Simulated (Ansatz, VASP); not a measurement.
Re in VASP and in Ansatz

INCAR

```
  PREC = Accurate
  ENCUT = 520
  EDIFF = 1E-6
  ISMEAR = 0
  SIGMA = 0.15
  LREAL = False
  LASPH = True
  NELM = 60
  ALGO = Fast
  ISIF = 2
  LWAVE = False
  LCHARG = True
  GGA = PS
  LELF = True
  LVHAR = True
  NBANDS = 10
```

The input KPOINTS:

```
regular mesh
0
Gamma
  20 20 20
```

Contents of POSCAR:

```
Re
1.0
    0.0000000000      1.9947500000      1.9750000000
    1.9750000000      0.0000000000      1.9750000000
    1.9750000000      1.9947500000      0.0000000000
Re
1
Direct
    0.0000000000      0.0000000000      0.0000000000
```

Input for Ansatz:

```yaml
crystal:
  lattice:
    - [0.0, 1.99475, 1.975]
    - [1.975, 0.0, 1.975]
    - [1.975, 1.99475, 0.0]
  atoms:
    - { symbol: Re, position: [0.0, 0.0, 0.0] }
basis:
  ecutwfc: 420
kpoints:
  mp_grid: { grid: [20, 20, 20] }
hamiltonian:
  xc: pbesol
scf:
  occupations: { method: gaussian, width: 0.15 }
output:
  forces: true
  stress: true
  eigenvalues: true
  write_density: true
  write_potential: true
  elf: true
  volumetric_format: npy
```

Change from the starting cell: strain +0.0100 x Voigt [0, 1, 0, 0, 0, 0], atoms carried along.

Alike in both runs: task single point; functional PBEsol; k mesh 20 × 20 × 20; occupations gaussian, width 0.15 eV; no spin polarisation.

|  | VASP | Ansatz |
| --- | --- | --- |
| version | VASP 6.6.1 | Ansatz 0.2.0 |
| potentials or method | VASP PAW PBE potentials, release 64 (Re), cutoff 520 eV | scalar-relativistic, plane waves, PAW |
| valence electrons in the cell | 7 | 15 |

|  | VASP | Ansatz | Ansatz less VASP |
| --- | --- | --- | --- |
| gap on the k mesh at the Fermi level (eV) | none | none | - |
| pressure (GPa) | -22.0 | -21.5 | +0.56 |
| traceless stress, the component that is largest in VASP (GPa) | -1.76 | -1.78 | -0.016 |

VASP's potentials were made for PBE, not for PBEsol. A gap of «none» marks a metal or a gap that the smearing closes. With one functional, cell and mesh, what is left measures potentials, basis and numerics. VASP's potentials hold 7 valence electrons a cell and Ansatz's 15, so a difference there can come from the potentials and not from the codes.

Neither program's run includes spin-orbit coupling.
